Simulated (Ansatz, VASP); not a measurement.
One calculation of Sb, two programs

```
Sb
1.0
     3.44602    0.00000    0.00000
    -1.72301    2.98434    0.00000
     0.00000    0.00000    5.53179
Sb
2
Cartesian
  0.0000 1.9896 1.3207
  1.7230 0.9948 4.2111
```

Alike in both runs: task single point; functional PBE; k mesh 12 × 12 × 8; occupations gaussian, width 0.1 eV; no spin polarisation.

|  | VASP | Ansatz |
| --- | --- | --- |
| version | VASP 6.6.1 | Ansatz 0.2.0 |
| potentials or method | VASP PAW PBE potentials, release 64 (Sb), cutoff 520 eV | scalar-relativistic, plane waves, PAW |
| valence electrons in the cell | 10 | 30 |

VASP gave:

```
gap on the k mesh at the Fermi level (eV)                     : none
pressure (GPa)                                                : -1.9
traceless stress, the component that is largest in VASP (GPa) : 1.13
rms of the force components (eV/Å)                            : 0.038
```

Problem. Estimate Ansatz's values.

Solution. gap on the k mesh at the Fermi level (eV): none; pressure (GPa): -1.8; traceless stress, the component that is largest in VASP (GPa): 1.13; rms of the force components (eV/Å): 0.038.

Atom by atom the forces differ by 0.000 eV/Å (rms over components). A gap of «none» marks a metal or a gap that the smearing closes. With one functional, cell and mesh, what is left measures potentials, basis and numerics. VASP's potentials hold 10 valence electrons a cell and Ansatz's 30, so a difference there can come from the potentials and not from the codes.

Spin-orbit coupling is off throughout.
